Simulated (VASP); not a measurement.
# Ir (Fm-3m) in VASP: single point with r2SCAN

Aim: the single point of Ir with r2SCAN.

All numbers are computed with VASP 6.6.1; they aren't measurements. Logs are shortened: lines on timing, memory, paths and dates and some standing lists are left out, and cuts for length are marked.

## 1. The cell of the first run

Symmetry: Fm-3m, No. 225, cubic system. Conventional cell: a = 3.840 Å, b = 3.840 Å, c = 3.840 Å, α = 90.00°, β = 90.00°, γ = 90.00°. Within 3.6 Å of Ir (site symmetry m-3m) lie 12 Ir at 2.72 Å.

## 2. Single point, r2SCAN

Contents of POSCAR:

```
Ir
1.0
    0.0000000000      1.9200010851      1.9200010851
    1.9200010851      0.0000000000      1.9200010851
    1.9200010851      1.9200010851      0.0000000000
Ir
1
Direct
    0.0000000000      0.0000000000      0.0000000000
```

Contents of INCAR.step1:

```
SYSTEM = Ir
PREC = Accurate
ENCUT = 520
ISMEAR = 0
SIGMA = 0.05
LREAL = .FALSE.
LASPH = .TRUE.
NELM = 80
NBANDS = 10
GGA = PE
ALGO = Normal
EDIFF = 1E-4
LWAVE = .TRUE.
LCHARG = .FALSE.
```

Contents of INCAR.step2:

```
SYSTEM = Ir
PREC = Accurate
ENCUT = 520
EDIFF = 1E-6
ISMEAR = 0
SIGMA = 0.05
LREAL = .FALSE.
LASPH = .TRUE.
NELM = 80
ALGO = Normal
ISIF = 2
LWAVE = .FALSE.
LCHARG = .TRUE.
METAGGA = R2SCAN
LMIXTAU = .TRUE.
LELF = .TRUE.
LVHAR = .TRUE.
NBANDS = 10
ISTART = 1
```

Contents of KPOINTS:

```
Automatic mesh
0
G
  16 16 16
  0 0 0
```

Potentials or basis: VASP PAW PBE potentials, release 64 (Ir).

On the command line:

```console
cat potpaw_PBE.64/Ir/POTCAR > POTCAR
cp INCAR.step1 INCAR
mpirun -np 1 vasp_std > vasp.out
cp INCAR.step2 INCAR
mpirun -np 1 vasp_std > vasp.out
```

OUTCAR:

```text
SYSTEM = Ir
   PREC = Accurate
   ENCUT = 520
   EDIFF = 1E-6
   ISMEAR = 0
   LREAL = .FALSE.
   LASPH = .TRUE.
   NELM = 80
   ISIF = 2
   METAGGA = R2SCAN
   ISTART = 1

 ion  position               nearest neighbor table
   1  0.000  0.000  0.000-

  LATTYP: Found a face centered cubic cell.
 ALAT       =     3.8400021702

  Lattice vectors:

 A1 = (   0.0000000000,   1.9200010851,   1.9200010851)
 A2 = (   1.9200010851,   0.0000000000,   1.9200010851)
 A3 = (   1.9200010851,   1.9200010851,   0.0000000000)

Analysis of symmetry for initial positions (statically):
=====================================================================
 Subroutine PRICEL returns:
 Original cell was already a primitive cell.

 Routine SETGRP: Setting up the symmetry group for a
 face centered cubic supercell.

 Subroutine GETGRP returns: Found 48 space group operations
 (whereof 48 operations were pure point group operations)
 out of a pool of 48 trial point group operations.

The static configuration has the point symmetry O_h .

Analysis of symmetry for dynamics (positions and initial velocities):
=====================================================================
 Subroutine PRICEL returns:
 Original cell was already a primitive cell.

 Routine SETGRP: Setting up the symmetry group for a
 face centered cubic supercell.

 Subroutine GETGRP returns: Found 48 space group operations
 (whereof 48 operations were pure point group operations)
 out of a pool of 48 trial point group operations.

The dynamic configuration has the point symmetry O_h .

 Subroutine INISYM returns: Found 48 space group operations
 (whereof 48 operations are pure point group operations),
 and found     1 'primitive' translations

----------------------------------------------------------------------------------------

                                     Primitive cell

  volume of cell :      14.1558

  direct lattice vectors                    reciprocal lattice vectors
     0.000000000  1.920001085  1.920001085    -0.260416519  0.260416519  0.260416519
     1.920001085  0.000000000  1.920001085     0.260416519 -0.260416519  0.260416519
     1.920001085  1.920001085  0.000000000     0.260416519  0.260416519 -0.260416519

  length of vectors
     2.715291574  2.715291574  2.715291574     0.451054643  0.451054643  0.451054643

  position of ions in fractional coordinates (direct lattice)
     0.000000000  0.000000000  0.000000000

  ion indices of the primitive-cell ions
   primitive index   ion index
[... 72 lines left out ...]
   NELM   =     80;   NELMIN=  2; NELMDL=  0     # of ELM steps
   EDIFF  = 0.1E-05   stopping-criterion for ELM
   LREAL  =      F    real-space projection
   EDIFFG = 0.1E-04   stopping-criterion for IOM
   NSW    =      0    number of steps for IOM
   IBRION =     -1    ionic relax: 0-MD 1-quasi-New 2-CG
   NFREE  =      0    steps in history (QN), initial steepest desc. (CG)
   ISIF   =      2    stress and relaxation
   ISYM   =      2    0-nonsym 1-usesym 2-fastsym
   POTIM  = 0.5000    time-step for ionic-motion
   TEBEG  =    0.0;   TEEND  =   0.0 temperature during run
   PSTRESS=    0.0 pullay stress
   NELECT =       9.0000    total number of electrons
   NUPDOWN=      -1.0000    fix difference up-down
   EMIN   =  10.00;   EMAX   =-10.00  energy-range for DOS
   EFERMI =   0.00;   METHOD = LEGACY
   ISMEAR =     0;   SIGMA  =   0.05  broadening in eV -4-tet -1-fermi 0-gaus
   EFERMI_NEDOS =   21; number of points for ismear=-14 and -15
   IALGO  =     38    algorithm
   IMIX   =      4    mixing-type and parameters
     AMIX     =   0.40;   BMIX     =  1.00
     AMIX_MAG =   1.60;   BMIX_MAG =  1.00
  volume/ion in A,a.u.               =      14.16        95.53
  Fermi-wavevector in a.u.,A,eV,Ry     =   1.407702  2.660172 26.961660  1.981626
  Thomas-Fermi vector in A             =   2.529935
   LORBIT       =      0    0 simple, 1 ext, 2 COOP (PROOUT), +10 PAW based schemes
   METAGGA = R2SCAN    functional components
   LHFCALC =     F    Hartree Fock is set to
   AEXX    =    0.0000 exact exchange contribution
   IVDW    =     0    specifies the selected vdW correction
   LEPSILON=     F    determine dielectric tensor
   LRPA    =     F    only Hartree local field effects (RPA)
 non-spin polarized calculation
 Gauss-broadening in eV      SIGMA  =   0.05
  energy-cutoff  :      520.00
  volume of cell :       14.16
 maximum number of plane-waves:       392
   NGX =  9   NGY =  9   NGZ =  9

 number of electron       9.0000000 magnetization

 Free energy of the ion-electron system (eV)
  ---------------------------------------------------
  ext. energy  EPLUGINS =         0.00000000
  ---------------------------------------------------
  free energy    TOTEN  =       -52.35608981 eV

  energy without entropy =      -52.35429936  energy(sigma->0) =      -52.35519458

 E-fermi :  10.1628     XC(G=0): -15.3213

 val. band max:       10.1456899717   @ k =  -0.3125   0.3125   0.0625
 cond. band min:      10.1786170968   @ k =   0.3750   0.0625   0.0000
 fundamental gap:      0.0329271251
 Fermi energy:        10.1628089271

 k-point     1 :       0.0000    0.0000    0.0000
  band No.  band energies     occupation
      1      -1.3550      2.00000
      2       6.1754      2.00000
      3       6.1754      2.00000
      4       6.1754      2.00000
      5       8.8851      2.00000
      6       8.8851      2.00000
      7      25.2685      0.00000
      8      31.1311      0.00000
      9      31.1311      0.00000
     10      31.1311      0.00000
[... 287 lines left out ...]
 k-point    24 :      -0.0625    0.0625    0.0000
  band No.  band energies     occupation
      1      -0.8779      2.00000
      2       5.9017      2.00000
      3       6.3637      2.00000
      4       6.4174      2.00000
      5       8.6201      2.00000
      6       8.9137      2.00000
      7      26.0683      0.00000
      8      29.3879      0.00000
      9      31.2966      0.00000
     10      32.1826      0.00000

 [... further k-points ...]
[... 5 lines left out ...]
  --------------------------------------------------------------------------------------
  -------------------------------------------------------------------------------------
  Total        0.3581126      0.3581126      0.3581126      0.0000000      0.0000000     -0.0000000
  in kB       40.5317910     40.5317910     40.5317910      0.0000000      0.0000000     -0.0000000
  external PRESSURE =      40.5317910 kB  Pullay stress =       0.0000000 kB

 VOLUME and BASIS-vectors are now :
 -----------------------------------------------------------------------------
  energy-cutoff  :      520.00
  volume of cell :       14.16
      direct lattice vectors                 reciprocal lattice vectors
     0.000000000  1.920001085  1.920001085    -0.260416519  0.260416519  0.260416519
     1.920001085  0.000000000  1.920001085     0.260416519 -0.260416519  0.260416519
     1.920001085  1.920001085  0.000000000     0.260416519  0.260416519 -0.260416519

 POSITION                                       TOTAL-FORCE (eV/Angst)
 -----------------------------------------------------------------------------------
      0.00000      0.00000      0.00000        -0.000000     -0.000000     -0.000000
 -----------------------------------------------------------------------------------
    total drift:                                0.000000     -0.000000      0.000000

  FREE ENERGIE OF THE ION-ELECTRON SYSTEM (eV)
  ---------------------------------------------------
  free  energy   TOTEN  =       -52.3560898110 eV

  energy  without entropy=      -52.3542993561  energy(sigma->0) =      -52.35519458
```

OUTCAR.step1:

```text
SYSTEM = Ir
   PREC = Accurate
   ENCUT = 520
   ISMEAR = 0
   LREAL = .FALSE.
   LASPH = .TRUE.
   NELM = 80
[... 528 lines left out ...]
 -----------------------------------------------------------------------------------
      0.00000      0.00000      0.00000        -0.000000      0.000000     -0.000000
 -----------------------------------------------------------------------------------
    total drift:                               -0.000000      0.000000      0.000000

  FREE ENERGIE OF THE ION-ELECTRON SYSTEM (eV)
  ---------------------------------------------------
  free  energy   TOTEN  =        -8.8305875081 eV

  energy  without entropy=       -8.8288323150  energy(sigma->0) =       -8.82970991
```

Run time: 78 s. Hardware: 1 thread of Intel Xeon 8259CL, shared host; peak memory 0.15 GiB.

What came out:

```yaml
Free_energy: -52.3561 eV
Pressure: 4.1 GPa
Band_gap_on_the_k_mesh: zero (an odd number of electrons rules out a gap without spin polarisation)
```

Caveat: the cell stands under pressure; the PAW data sets were made with another functional, which shifts forces and pressure a little; spin-orbit coupling is left out, which moves the levels of the heavy elements.
